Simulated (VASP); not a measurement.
# CoSi (zincblende type) (F-43m) in VASP: further runs

Runs on CoSi (zincblende type). Level: LDA. Tasks: single point.

All numbers are computed with VASP 6.6.1; they aren't measurements. Logs are shortened: lines on timing, memory, paths and dates and some standing lists are left out, and cuts for length are marked.

### 1 The cell of the first run

Symmetry: F-43m, No. 216, cubic system. The conventional cell has a = 4.398 Å, b = 4.398 Å, c = 4.398 Å, α = 90.00°, β = 90.00°, γ = 90.00°. Co (site symmetry -43m) has 4 Si at 1.90 Å within 2.5 Å. Si (site symmetry -43m) has 4 Co at 1.90 Å within 2.5 Å.

### 2 Single point, LDA, collinear spin, ferromagnetic start

The input, INCAR:

```
PREC     = Accurate       # precision mode
ENCUT    = 520            # plane-wave cutoff, eV
EDIFF    = 1E-6           # SCF threshold, eV
ISMEAR   = -1             # smearing method
SIGMA    = 0.08           # smearing width, eV
LREAL    = False          # projectors in reciprocal space
LASPH    = True           # aspherical terms in the spheres
NELM     = 150            # most SCF steps
ALGO     = Normal         # electronic algorithm
ISIF     = 2              # what is computed and relaxed
LWAVE    = False          # write WAVECAR
LCHARG   = True           # write CHGCAR
ISPIN    = 2              # spin polarisation
MAGMOM   = 1.7 0          # initial moments
LORBIT   = 11             # projections on sites
LMAXMIX  = 4              # l up to which the mixer works
LELF     = True           # ELF
LVHAR    = True         
NBANDS   = 18             # bands
```

The input, KPOINTS:

```
Automatic mesh
0
Gamma
  14 14 14
```

The input, POSCAR:

```
CoSi
1.0
    0.0000000000      2.1989663331      2.1989663331
    2.1989663331      0.0000000000      2.1989663331
    2.1989663331      2.1989663331      0.0000000000
Co Si
1 1
Direct
    0.0000000000      0.0000000000      0.0000000000
    0.2500000000      0.2500000000      0.2500000000
```

Potentials or basis: VASP PAW LDA potentials, release 64 (Co, Si).

Started as:

```
$ cat potpaw_LDA.64/Co/POTCAR potpaw_LDA.64/Si/POTCAR > POTCAR
$ mpirun -np 1 vasp_std > vasp.out
```

OUTCAR:

```text
PREC = Accurate
   ENCUT = 520
   EDIFF = 1E-6
   ISMEAR = -1
   LREAL = False
   LASPH = True
   NELM = 150
   ISIF = 2
   ISPIN = 2
   LORBIT = 11

 ion  position               nearest neighbor table
   1  0.000  0.000  0.000-   2 1.90   2 1.90   2 1.90   2 1.90
   2  0.250  0.250  0.250-   1 1.90   1 1.90   1 1.90   1 1.90

  LATTYP: Found a face centered cubic cell.
 ALAT       =     4.3979326662

  Lattice vectors:

 A1 = (   0.0000000000,   2.1989663331,   2.1989663331)
 A2 = (   2.1989663331,   0.0000000000,   2.1989663331)
 A3 = (   2.1989663331,   2.1989663331,   0.0000000000)

Analysis of symmetry for initial positions (statically):
=====================================================================
 Subroutine PRICEL returns:
 Original cell was already a primitive cell.

 Routine SETGRP: Setting up the symmetry group for a
 face centered cubic supercell.

 Subroutine GETGRP returns: Found 24 space group operations
 (whereof 24 operations were pure point group operations)
 out of a pool of 48 trial point group operations.

The static configuration has the point symmetry T_d .

Analysis of symmetry for dynamics (positions and initial velocities):
=====================================================================
 Subroutine PRICEL returns:
 Original cell was already a primitive cell.

 Routine SETGRP: Setting up the symmetry group for a
 face centered cubic supercell.

 Subroutine GETGRP returns: Found 24 space group operations
 (whereof 24 operations were pure point group operations)
 out of a pool of 48 trial point group operations.

The dynamic configuration has the point symmetry T_d .

Analysis of structural, dynamic, and magnetic symmetry:
=====================================================================
 Subroutine PRICEL returns:
 Original cell was already a primitive cell.

 Routine SETGRP: Setting up the symmetry group for a
 face centered cubic supercell.

 Subroutine GETGRP returns: Found 24 space group operations
 (whereof 24 operations were pure point group operations)
 out of a pool of 48 trial point group operations.

The overall configuration has the point symmetry T_d .

 Subroutine INISYM returns: Found 24 space group operations
 (whereof 24 operations are pure point group operations),
 and found     1 'primitive' translations

----------------------------------------------------------------------------------------

                                     Primitive cell

  volume of cell :      21.2660

  direct lattice vectors                    reciprocal lattice vectors
     0.000000000  2.198966333  2.198966333    -0.227379561  0.227379561  0.227379561
     2.198966333  0.000000000  2.198966333     0.227379561 -0.227379561  0.227379561
     2.198966333  2.198966333  0.000000000     0.227379561  0.227379561 -0.227379561

  length of vectors
     3.109808011  3.109808011  3.109808011     0.393832953  0.393832953  0.393832953

  position of ions in fractional coordinates (direct lattice)
     0.000000000  0.000000000  0.000000000
     0.250000000  0.250000000  0.250000000

  ion indices of the primitive-cell ions
   primitive index   ion index
                 1           1
                 2           2

----------------------------------------------------------------------------------------

 KPOINTS: Automatic mesh

Automatic generation of k-mesh.
 Grid dimensions read from file:
 generate k-points for:   14   14   14

 Generating k-lattice:

  Cartesian coordinates                     Fractional coordinates (reciprocal lattice)
    -0.016241397  0.016241397  0.016241397     0.071428571  0.000000000  0.000000000
     0.016241397 -0.016241397  0.016241397     0.000000000  0.071428571  0.000000000
     0.016241397  0.016241397 -0.016241397     0.000000000  0.000000000  0.071428571

  Length of vectors
     0.028130925  0.028130925  0.028130925

  Shift w.r.t. Gamma in fractional coordinates (k-lattice)
     0.000000000  0.000000000  0.000000000

 Subroutine IBZKPT returns following result:
 ===========================================

 Found    104 irreducible k-points:

 Following reciprocal coordinates:
            Coordinates               Weight
  0.000000  0.000000  0.000000      1.000000
  0.071429  0.000000  0.000000      8.000000
  0.142857  0.000000  0.000000      8.000000
  0.214286  0.000000  0.000000      8.000000
  0.285714  0.000000  0.000000      8.000000
  0.357143  0.000000  0.000000      8.000000
[... 16 lines left out ...]
  0.214286  0.142857  0.000000     24.000000
  0.285714  0.142857  0.000000     24.000000
 [... further k-points ...]
   k-points           NKPTS =    104   k-points in BZ     NKDIM =    104   number of bands    NBANDS=     18
   number of dos      NEDOS =    301   number of ions     NIONS =      2
   total plane-waves  NPLWV =  13824
   dimension x,y,z NGX =    24 NGY =   24 NGZ =   24
   dimension x,y,z NGXF=    48 NGYF=   48 NGZF=   48
   ions per type =               1   1
   NGX,Y,Z   is equivalent  to a cutoff of  12.83, 12.83, 12.83 a.u.
   NGXF,Y,Z  is equivalent  to a cutoff of  25.66, 25.66, 25.66 a.u.
 SYSTEM =  unknown system
   PREC   = accura    normal or accurate (medium, high low for compatibility)
   ISTART =      0    job   : 0-new  1-cont  2-samecut
   ICHARG =      2    charge: 1-file 2-atom 10-const
   ISPIN  =      2    spin polarized calculation?
   LNONCOLLINEAR =      F non collinear calculations
   LSORBIT =      F    spin-orbit coupling
   LASPH  =      T    aspherical Exc in radial PAW
   ENCUT  =  520.0 eV  38.22 Ry    6.18 a.u.   5.78  5.78  5.78*2*pi/ulx,y,z
   NELM   =    150;   NELMIN=  2; NELMDL= -5     # of ELM steps
   EDIFF  = 0.1E-05   stopping-criterion for ELM
   LREAL  =      F    real-space projection
   EDIFFG = 0.1E-04   stopping-criterion for IOM
   NSW    =      0    number of steps for IOM
   IBRION =     -1    ionic relax: 0-MD 1-quasi-New 2-CG
   NFREE  =      0    steps in history (QN), initial steepest desc. (CG)
   ISIF   =      2    stress and relaxation
   ISYM   =      2    0-nonsym 1-usesym 2-fastsym
   POTIM  = 0.5000    time-step for ionic-motion
   TEBEG  =    0.0;   TEEND  =   0.0 temperature during run
   PSTRESS=    0.0 pullay stress
   NELECT =      13.0000    total number of electrons
   NUPDOWN=      -1.0000    fix difference up-down
   EMIN   =  10.00;   EMAX   =-10.00  energy-range for DOS
   EFERMI =   0.00;   METHOD = LEGACY
   ISMEAR =    -1;   SIGMA  =   0.08  broadening in eV -4-tet -1-fermi 0-gaus
   EFERMI_NEDOS =   21; number of points for ismear=-14 and -15
   IALGO  =     38    algorithm
   IMIX   =      4    mixing-type and parameters
     AMIX     =   0.40;   BMIX     =  1.00
     AMIX_MAG =   1.60;   BMIX_MAG =  1.00
  volume/ion in A,a.u.               =      10.63        71.76
  Fermi-wavevector in a.u.,A,eV,Ry     =   1.389400  2.625586 26.265136  1.930433
  Thomas-Fermi vector in A             =   2.513435
   LORBIT       =     11    0 simple, 1 ext, 2 COOP (PROOUT), +10 PAW based schemes
   GGA     = CA    functional components
   LHFCALC =     F    Hartree Fock is set to
   AEXX    =    0.0000 exact exchange contribution
   IVDW    =     0    specifies the selected vdW correction
   LEPSILON=     F    determine dielectric tensor
   LRPA    =     F    only Hartree local field effects (RPA)
 spin polarized calculation
  energy-cutoff  :      520.00
  volume of cell :       21.27
 maximum number of plane-waves:       588
   NGX = 11   NGY = 11   NGZ = 11

 number of electron      12.9999993 magnetization      -0.0000905

 number of electron      12.9999993 magnetization       0.0007941

 Free energy of the ion-electron system (eV)
  ---------------------------------------------------
  ext. energy  EPLUGINS =         0.00000000
  ---------------------------------------------------
  free energy    TOTEN  =       -11.19600983 eV

  energy without entropy =      -11.18351910  energy(sigma->0) =      -11.18976447

 E-fermi :  11.6601     XC(G=0): -12.8587

 val. band max:       11.6050992945   @ k =   0.5000   0.5000   0.0000
 cond. band min:      11.7312173288   @ k =  -0.2857   0.2143   0.0714
 fundamental gap:      0.1261180343
 Fermi energy:        11.6601265051

 spin component 1

 k-point     1 :       0.0000    0.0000    0.0000
  band No.  band energies     occupation
      1      -1.0540      1.00000
      2       7.7727      1.00000
      3       7.7727      1.00000
      4       7.7727      1.00000
      5       9.4839      1.00000
      6       9.4839      1.00000
[... 10 lines left out ...]
     17      30.8356      0.00000
     18      30.8356      0.00000
[... 463 lines left out ...]
 k-point    24 :       0.2857    0.1429    0.0000
  band No.  band energies     occupation
      1       0.6065      1.00000
      2       7.1083      1.00000
      3       8.0706      1.00000
      4       8.1666      1.00000
      5       9.0379      1.00000
      6       9.7658      1.00000
[... 10 lines left out ...]
     17      35.1702      0.00000
     18      36.2415      0.00000

 [... further k-points ...]

 spin component 2

 k-point     1 :       0.0000    0.0000    0.0000
  band No.  band energies     occupation
      1      -1.0538      1.00000
      2       7.7727      1.00000
      3       7.7727      1.00000
      4       7.7727      1.00000
      5       9.4840      1.00000
      6       9.4840      1.00000
[... 10 lines left out ...]
     17      30.8358      0.00000
     18      30.8358      0.00000
[... 463 lines left out ...]
 k-point    24 :       0.2857    0.1429    0.0000
  band No.  band energies     occupation
      1       0.6067      1.00000
      2       7.1084      1.00000
      3       8.0707      1.00000
      4       8.1667      1.00000
      5       9.0379      1.00000
      6       9.7658      1.00000
[... 10 lines left out ...]
     17      35.1703      0.00000
     18      36.2418      0.00000

 [... further k-points ...]
[... 5 lines left out ...]
  --------------------------------------------------------------------------------------
  -------------------------------------------------------------------------------------
  Total       13.5862082     13.5862082     13.5862082      0.0000000      0.0000000      0.0000000
  in kB     1023.5831080   1023.5831080   1023.5831080      0.0000000      0.0000000      0.0000000
  external PRESSURE =    1023.5831080 kB  Pullay stress =       0.0000000 kB

 VOLUME and BASIS-vectors are now :
 -----------------------------------------------------------------------------
  energy-cutoff  :      520.00
  volume of cell :       21.27
      direct lattice vectors                 reciprocal lattice vectors
     0.000000000  2.198966333  2.198966333    -0.227379561  0.227379561  0.227379561
     2.198966333  0.000000000  2.198966333     0.227379561 -0.227379561  0.227379561
     2.198966333  2.198966333  0.000000000     0.227379561  0.227379561 -0.227379561

 POSITION                                       TOTAL-FORCE (eV/Angst)
 -----------------------------------------------------------------------------------
      0.00000      0.00000      0.00000         0.000000     -0.000000     -0.000000
      1.09948      1.09948      1.09948        -0.000000      0.000000      0.000000
 -----------------------------------------------------------------------------------
    total drift:                                0.000002      0.000002      0.000001

  FREE ENERGIE OF THE ION-ELECTRON SYSTEM (eV)
  ---------------------------------------------------
  free  energy   TOTEN  =       -11.1960098311 eV

  energy  without entropy=      -11.1835191023  energy(sigma->0) =      -11.18976447

 total charge

# of ion       s       p       d       tot
------------------------------------------
    1        0.742   0.664   8.112   9.518
    2        0.906   1.120   0.000   2.025
--------------------------------------------------
tot          1.648   1.784   8.112  11.543

 magnetization (x)

# of ion       s       p       d       tot
------------------------------------------
    1       -0.000  -0.000  -0.000  -0.000
    2        0.000   0.000   0.000   0.000
--------------------------------------------------
tot         -0.000   0.000  -0.000  -0.000
```

Run time: 39 s. Hardware: 1 thread of AMD EPYC 9R45 (Zen 5), shared host; peak memory 0.15 GiB.

What came out:

```
Free energy                                           : -11.1960 eV
Pressure                                              : 102.4 GPa
Net moment                                            : 0.00 μB per cell
Valence electrons inside the program's atomic spheres : Co 9.52; Si 2.02
```

Levels at points of the mesh, in eV from the Fermi level:
Spin up:
| k point | band 4 | band 5 | band 6 | band 7 | band 8 | band 9 |
| --- | --- | --- | --- | --- | --- | --- |
| (0.00, 0.00, 0.00) | -3.89 | -2.18 | -2.18 | 8.98 | 8.98 | 8.98 |
| (0.50, 0.00, 0.00) | -3.66 | -1.77 | -1.77 | -0.96 | 6.02 | 6.02 |
| (0.50, 0.50, 0.00) | -2.15 | -2.15 | -1.37 | -0.06 | 1.29 | 1.29 |
Spin down:
```tsv
k point	band 2	band 3	band 4	band 5	band 6	band 7	band 8	band 9	band 10	band 11
(0.00, 0.00, 0.00)	-3.89	-3.89	-3.89	-2.18	-2.18	8.98	8.98	8.98	10.53	10.53
(0.50, 0.00, 0.00)	-6.26	-3.66	-3.66	-1.77	-1.77	-0.96	6.02	6.02	9.83	10.71
(0.50, 0.50, 0.00)	-6.57	-3.42	-2.15	-2.15	-1.37	-0.06	1.29	1.29	7.44	8.78
```

Caveat: the cell stands under pressure.

### 3 Single point, LDA, collinear spin, ferromagnetic start

The input, INCAR:

```
ALGO = Normal
EDIFF = 1E-6
ENCUT = 520
GGA = CA
ISIF = 2
ISMEAR = -1
ISPIN = 2
LASPH = T
LCHARG = F
LMAXMIX = 4
LORBIT = 11
LREAL = F
LWAVE = F
MAGMOM = 1.7 0
NBANDS = 18
NELM = 150
PREC = Accurate
SIGMA = 0.08
```

The input, KPOINTS:

```
k-points
0
Gamma
  14 14 14
```

POSCAR is that of step 2.

Potentials or basis: VASP PAW LDA potentials, release 64 (Co, Si).

Started as:

```
$ cat potpaw_LDA.64/Co/POTCAR potpaw_LDA.64/Si/POTCAR > POTCAR
$ mpirun -np 1 vasp_std > vasp.out
```

Wall time 37 s (1 thread of AMD EPYC 9R45 (Zen 5), shared host); peak memory 0.15 GiB.

The run converged. Its results:

```
Free energy                                           : -11.1960 eV
Pressure                                              : 102.4 GPa
Net moment                                            : 0.00 μB per cell
Valence electrons inside the program's atomic spheres : Co 9.52; Si 2.02
```

Levels at points of the mesh, in eV from the Fermi level:
Spin up:
```
           k point  band 3  band 4  band 5  band 6  band 7  band 8  band 9  band 10
(0.00, 0.00, 0.00)   -3.89   -3.89   -2.18   -2.18    8.98    8.98    8.98    10.53
(0.50, 0.00, 0.00)   -3.66   -3.66   -1.77   -1.77   -0.96    6.02    6.02     9.83
(0.50, 0.50, 0.00)   -3.42   -2.15   -2.15   -1.37   -0.06    1.29    1.29     7.44
```
Spin down:
```tsv
k point	band 3	band 4	band 5	band 6	band 7	band 8	band 9	band 10
(0.00, 0.00, 0.00)	-3.89	-3.89	-2.18	-2.18	8.98	8.98	8.98	10.53
(0.50, 0.00, 0.00)	-3.66	-3.66	-1.77	-1.77	-0.96	6.02	6.02	9.83
(0.50, 0.50, 0.00)	-3.42	-2.15	-2.15	-1.37	-0.06	1.29	1.29	7.44
```

Caveat: the cell stands under pressure.
